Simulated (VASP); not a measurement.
The system is KHfAs.

```xyz
3
Lattice="4.4653 0.0000 0.0000 0.0000 4.4653 0.0000 0.0000 0.0000 3.9538" Properties=species:S:1:pos:R:3 pbc="T T T"
K     2.2326    2.2326    1.9769
Hf    0.0000    0.0000    0.0000
As    0.0000    0.0000    1.9769
```

The cell was generated, and may not be a known phase.

- Program: VASP 6.6.1
- Task: relaxation of cell and atoms
- Functional: PBE
- Potentials or basis: VASP PAW PBE potentials, release 64 (K_sv, Hf_pv, As)
- Cutoff: 600 eV
- k mesh: 4 × 4 × 4
- Occupations: gaussian, width 0.1 eV
- Spin: no spin polarisation

At the start: pressure 51.1 GPa; volume 26.28 Å³/atom.

Problem. How do energy, volume and symmetry change on relaxing?

Solution. Over 16 steps the energy falls by 2483.4 meV/atom and the volume is 36.92 Å³/atom (+40.5 %); space group P4/mmm (No. 123, to 0.1 Å) before and after.

Step by step:
| step | energy change (eV) | largest force (eV/Å) | pressure (GPa) | volume (Å³) |
| --- | --- | --- | --- | --- |
| 1 | 0.0000 | 0.0000 | 51.09 | 78.83 |
| 2 | -1.6778 | 0.0000 | -5.09 | 181.01 |
| 3 | -2.8637 | 0.0000 | -4.72 | 165.05 |
| 4 | -3.6215 | 0.0000 | -4.94 | 153.02 |
| 5 | -6.8512 | 0.0000 | -4.38 | 115.03 |
| 6 | -7.0655 | 0.0000 | 7.93 | 96.71 |
| 7 | -7.3660 | 0.0000 | -1.13 | 106.60 |
| 8 | -7.4164 | 0.0000 | 1.49 | 102.77 |
| 9 | -7.4197 | 0.0000 | 0.86 | 103.57 |
| 10 | -7.4383 | 0.0000 | 0.38 | 106.18 |
| 11 | -7.4459 | 0.0000 | 0.21 | 108.04 |
| 12 | -7.4497 | 0.0000 | -0.16 | 111.80 |
| 13 | -7.4500 | 0.0000 | -0.11 | 111.12 |
| 14 | -7.4500 | 0.0000 | -0.09 | 110.91 |
| 15 | -7.4497 | 0.0000 | 0.19 | 110.52 |
| 16 | -7.4501 | 0.0000 | 0.01 | 110.77 |

Final structure:
```
K Hf As
1.0
     4.66530    0.00000    0.00000
     0.00000    4.66530    0.00000
     0.00000    0.00000    5.08941
K Hf As
1 1 1
Direct
  0.50000 0.50000 0.50000
  0.00000 0.00000 0.00000
  0.00000 0.00000 0.50000
```

Caveat: the k points lie up to 0.34 Å⁻¹ apart in the final cell; the volume moved by over 15 % at a fixed basis, so the end points are rough.
